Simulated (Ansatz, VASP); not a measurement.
**Two plane-wave programs on NiO**

Contents of INCAR:

```
ALGO = Normal
EDIFF = 1E-6
ENCUT = 520
GGA = PE
ISIF = 2
ISMEAR = -1
ISPIN = 2
LASPH = True
LCHARG = True
LELF = True
LMAXMIX = 4
LORBIT = 11
LREAL = False
LVHAR = True
LWAVE = False
MAGMOM = 1 0
NBANDS = 19
NELM = 150
PREC = Accurate
SIGMA = 0.05
```

KPOINTS

```
k-points
0
Gamma
  9 9 9
```

The input POSCAR:

```
NiO
1.0
    0.0000000000      2.0859016414      2.1693377071
    2.0859016414      0.0000000000      2.1693377071
    2.0859016414      2.0859016414      0.0000000000
Ni O
1 1
Direct
    0.0000000000      0.0000000000      0.0000000000
    0.5000000000      0.5000000000      0.5000000000
```

File input.yaml:

```yaml
crystal:
  lattice:
    - [0.0, 2.0859016414, 2.1693377071]
    - [2.0859016414, 0.0, 2.1693377071]
    - [2.0859016414, 2.0859016414, 0.0]
  atoms:
    - { symbol: Ni, position: [0.0, 0.0, 0.0], spin: 1.0 }
    - { symbol: O, position: [0.5, 0.5, 0.5] }
hamiltonian:
  xc: pbe
  pseudopotentials: { kind: paw }
magnetization:
  spin_polarized: true
kpoints:
  mp_grid: { grid: [9, 9, 9] }
  band_path:
    path:
      - [[0.0, 0.0, 0.0], [-0.5, 0.0, -0.5], [-0.5, -0.2311390532, -0.7311390532], [-0.3655695266, -0.3655695266, -0.7311390532], [0.0, 0.0, 0.0], [0.5, 0.5, 0.0], [0.3655695266, 0.3655695266, -0.2688609468], [0.0, 0.0, -0.5], [-0.25, 0.25, -0.5], [0.2311390532, 0.5, -0.2688609468], [0.5, 0.5, 0.0]]
      - [[-0.5, 0.0, -0.5], [-0.25, 0.25, -0.5]]
    npoints: 14
scf:
  occupations: { method: fermi_dirac, width: 0.05 }
  n_extra_bands: 6
output:
  forces: true
  stress: true
  eigenvalues: true
  fatbands: false
  write_density: true
  write_potential: true
  elf: true
  volumetric_format: npy
```

Alike in both runs: functional PBE; k mesh 9 × 9 × 9; occupations fermi-dirac, width 0.05 eV; collinear spin.

|  | VASP | Ansatz |
| --- | --- | --- |
| version | VASP 6.6.1 | Ansatz 0.2.0 |
| potentials or method | VASP PAW PBE potentials, release 64 (Ni, O) | Ansatz PAW |
| plane-wave cutoff (eV) | 520 | 420 |
| valence electrons in the cell | 16 | 24 |
| task | single point | band structure |

|  | VASP | Ansatz | Ansatz less VASP |
| --- | --- | --- | --- |
| gap on the k mesh at the Fermi level (eV) | none | none | - |
| pressure (GPa) | -1.0 | -0.7 | +0.38 |
| traceless stress, the component that is largest in VASP (GPa) | -2.40 | -2.32 | +0.086 |
| net moment per atom (μB) | 0.90 | 0.91 | +0.013 |
| size of the moment on the site where the two differ most (μB) | 0.28 | 0.30 | +0.020 |

Site moments also hang on the region over which each program counts them. A gap of «none» marks a metal or a gap that the smearing closes. VASP's potentials hold 16 valence electrons a cell and Ansatz's 24, so a difference there can come from the potentials and not from the codes.
